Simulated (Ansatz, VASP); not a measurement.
# Hf3N4: VASP beside Ansatz

```
Hf N
1.0
    -3.30522    3.30522    3.30522
     3.30522   -3.30522    3.30522
     3.30522    3.30522   -3.30522
Hf N
6 8
Direct
  0.25000 0.62500 0.37500
  0.37500 0.25000 0.62500
  0.75000 0.87500 0.12500
  0.12500 0.75000 0.87500
  0.62500 0.37500 0.25000
  0.87500 0.12500 0.75000
  0.13556 0.13556 0.13556
  0.86444 0.50000 0.00000
  0.50000 0.00000 0.36444
  0.00000 0.86444 0.50000
  0.36444 0.50000 0.00000
  0.63556 0.63556 0.63556
  0.00000 0.36444 0.50000
  0.50000 0.00000 0.86444
```

Change from the starting cell: volume scaled by 0.96, ions relaxed.

Alike in both runs: task relaxation of the atoms; functional PBE; k mesh 6 × 6 × 6; occupations fermi-dirac, width 0.02 eV; no spin polarisation.

|  | VASP | Ansatz |
| --- | --- | --- |
| version | VASP 6.6.1 | Ansatz 0.2.0 |
| potentials or method | VASP PAW PBE potentials, release 64 (Hf_pv, N) | plane-wave PAW, scalar-relativistic |
| plane-wave cutoff (eV) | 520 | 420 |
| valence electrons in the cell | 100 | 196 |

```csv
,VASP,Ansatz,Ansatz less VASP
"gap on the k mesh at the Fermi level, each at its own relaxed structure (eV)",1.12,1.14,+0.023
```

VASP's potentials hold 100 valence electrons a cell and Ansatz's 196, so a difference there can come from the potentials and not from the codes. Ansatz's warnings: stress scf threshold loose.

Neither program's run includes spin-orbit coupling.
